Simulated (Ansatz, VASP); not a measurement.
## Au: VASP beside Ansatz

Contents of POSCAR:

```
Au
1.0
   -1.6572690000      1.6572690000      1.6572690000
    1.6572690000     -1.6572690000      1.6572690000
    1.6572690000      1.6572690000     -1.6572690000
Au
1
Direct
    0.0000000000      0.0000000000      0.0000000000
```

INCAR.step1

```
SYSTEM = Au
PREC = Accurate
ENCUT = 520
ISMEAR = 0
SIGMA = 0.1
LREAL = .False.
LASPH = .True.
NELM = 100
NBANDS = 12
GGA = PE
ALGO = Normal
EDIFF = 1E-4
LWAVE = .True.
LCHARG = .False.
```

File INCAR.step2:

```
SYSTEM = Au
PREC = Accurate
ENCUT = 520
EDIFF = 1E-6
ISMEAR = 0
SIGMA = 0.1
LREAL = .False.
LASPH = .True.
NELM = 100
ALGO = Normal
ISIF = 2
LWAVE = .False.
LCHARG = .False.
METAGGA = R2SCAN
LMIXTAU = .True.
NBANDS = 12
ISTART = 1
```

Contents of KPOINTS:

```
Automatic mesh
0
Gamma
  8 8 8
  0 0 0
```

Input for Ansatz:

```yaml
crystal:
  lattice:
    - [-1.657269, 1.657269, 1.657269]
    - [1.657269, -1.657269, 1.657269]
    - [1.657269, 1.657269, -1.657269]
  atoms:
    - { symbol: Au, position: [0.0, 0.0, 0.0] }
basis:
  ecutwfc: 500
kpoints:
  mp_grid: { grid: [8, 8, 8] }
hamiltonian:
  xc: r2scan
scf:
  occupations: { method: gaussian, width: 0.1 }
  lower_state_search: "off"
output:
  forces: true
  stress: true
  eigenvalues: true
```

Alike in both runs: task single point; functional r2SCAN; k mesh 8 × 8 × 8; occupations gaussian, width 0.1 eV; no spin polarisation.

|  | VASP | Ansatz |
| --- | --- | --- |
| version | VASP 6.6.1 | Ansatz 0.2.0 |
| potentials or method | VASP PAW PBE potentials, release 64 (Au), cutoff 520 eV | scalar-relativistic, plane waves, PAW |
| valence electrons in the cell | 11 | 19 |

```csv
,VASP,Ansatz,Ansatz less VASP
gap on the k mesh at the Fermi level (eV),none,none,-
pressure (GPa),-4.4,-4.6,-0.21
```

VASP's potentials were made for PBE, not for r2SCAN. A gap of «none» marks a metal or a gap that the smearing closes. With one functional, cell and mesh, what is left measures potentials, basis and numerics. VASP's potentials hold 11 valence electrons a cell and Ansatz's 19, so a difference there can come from the potentials and not from the codes.

Spin-orbit coupling is off throughout.
